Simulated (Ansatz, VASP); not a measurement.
# CdO in VASP and in Ansatz

File INCAR:

```
SYSTEM = CdO
PREC = Accurate
ENCUT = 600
EDIFF = 1E-6
ISMEAR = 0
SIGMA = 0.05
LREAL = .False.
LASPH = .True.
NELM = 120
ALGO = Normal
ISIF = 2
LWAVE = .False.
LCHARG = .True.
GGA = B5
ALDAX = 1.0
AGGAX = 1.0
AGGAC = 1.0
ALDAC = 0.0
LELF = .True.
LVHAR = .True.
NBANDS = 16
GGA_COMPAT = .False.
```

File KPOINTS:

```
regular mesh
0
Gamma
  8 8 8
  0 0 0
```

POSCAR

```
CdO
1.0
    0.0000000000      2.3837559298      2.3837559298
    2.3837559298      0.0000000000      2.3837559298
    2.3837559298      2.3837559298      0.0000000000
Cd O
1 1
Direct
    0.0000000000      0.0000000000      0.0000000000
    0.5000000000      0.5000000000      0.5000000000
```

Input for Ansatz:

```yaml
crystal:
  lattice:
    - [0.0, 2.3837559298, 2.3837559298]
    - [2.3837559298, 0.0, 2.3837559298]
    - [2.3837559298, 2.3837559298, 0.0]
  atoms:
    - { symbol: Cd, position: [0.0, 0.0, 0.0] }
    - { symbol: O, position: [0.5, 0.5, 0.5] }
basis:
  ecutwfc: 420
  ecutrho_ratio: 4
kpoints:
  mp_grid: { grid: [8, 8, 8] }
hamiltonian:
  xc: blyp
scf:
  occupations: { method: gaussian, width: 0.05 }
output:
  forces: true
  stress: true
  eigenvalues: true
```

Alike in both runs: task single point; functional BLYP; k mesh 8 × 8 × 8; occupations gaussian, width 0.05 eV; no spin polarisation.

|  | VASP | Ansatz |
| --- | --- | --- |
| version | VASP 6.6.1 | Ansatz 0.2.0 |
| potentials or method | VASP PAW PBE potentials, release 64 (Cd, O), cutoff 600 eV | scalar-relativistic, plane waves, PAW |
| valence electrons in the cell | 18 | 26 |

Ansatz gave:

* gap on the k mesh at the Fermi level (eV): none
* pressure (GPa): 5.1

Task: Which values does VASP return?

Result: gap on the k mesh at the Fermi level (eV): none; pressure (GPa): 6.4.

VASP's potentials were made for PBE, not for BLYP. A gap of «none» marks a metal or a gap that the smearing closes. With one functional, cell and mesh, what is left measures potentials, basis and numerics. VASP's potentials hold 18 valence electrons a cell and Ansatz's 26, so a difference there can come from the potentials and not from the codes.
